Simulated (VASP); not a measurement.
Si:

```xyz
1
Lattice="-1.6322 1.6888 1.1667 1.7308 -1.6933 1.2937 1.6246 1.6857 -1.1723" Properties=species:S:1:pos:R:3 pbc="T T T"
Si    0.0000    0.0000    0.0000
```

| Quantity | Value |
| --- | --- |
| Program | VASP 6.6.1 |
| Task | relaxation of cell and atoms |
| Functional | RPBE |
| Potentials or basis | VASP PAW PBE potentials, release 64 (Si) |
| Cutoff | 500 eV |
| k mesh | 13 × 13 × 11 |
| Occupations | fermi-dirac, width 0.05 eV |
| Spin | no spin polarisation |

At the start: pressure 6.8 GPa; volume 13.91 Å³/atom.

**Question.** How do energy, volume and symmetry change on relaxing?

**Answer.** Over 17 steps the energy falls by 44.4 meV/atom and the volume is 14.81 Å³/atom (+6.5 %); space group C2/m (No. 12, to 0.1 Å) before and after.

The path:
```csv
step,energy change (eV),largest force (eV/Å),pressure (GPa),volume (Å³)
1,0.0000,0.0000,6.77,13.91
2,-0.0347,0.0000,-1.91,15.11
3,-0.0350,0.0000,-1.28,15.01
4,-0.0403,0.0000,-0.70,14.86
5,-0.0407,0.0000,-0.52,14.82
6,-0.0407,0.0000,-0.47,14.80
7,-0.0415,0.0000,0.21,14.70
8,-0.0417,0.0000,0.71,14.62
9,-0.0422,0.0000,0.80,14.62
10,-0.0430,0.0000,1.18,14.60
11,-0.0435,0.0000,0.90,14.66
12,-0.0437,0.0000,0.72,14.70
13,-0.0440,0.0000,0.43,14.75
14,-0.0442,0.0000,-0.41,14.87
15,-0.0443,0.0000,-0.12,14.82
16,-0.0443,0.0000,-0.08,14.82
17,-0.0444,0.0000,-0.01,14.81
```

Final structure:
```
Si
1.0
    -1.60824    1.69288    1.19539
     1.78187   -1.69420    1.42398
     1.58937    1.67554   -1.19781
Si
1
Direct
  0.00000 0.00000 0.00000
```

Caveat: the PAW data sets were made with another functional, which shifts forces and pressure a little.
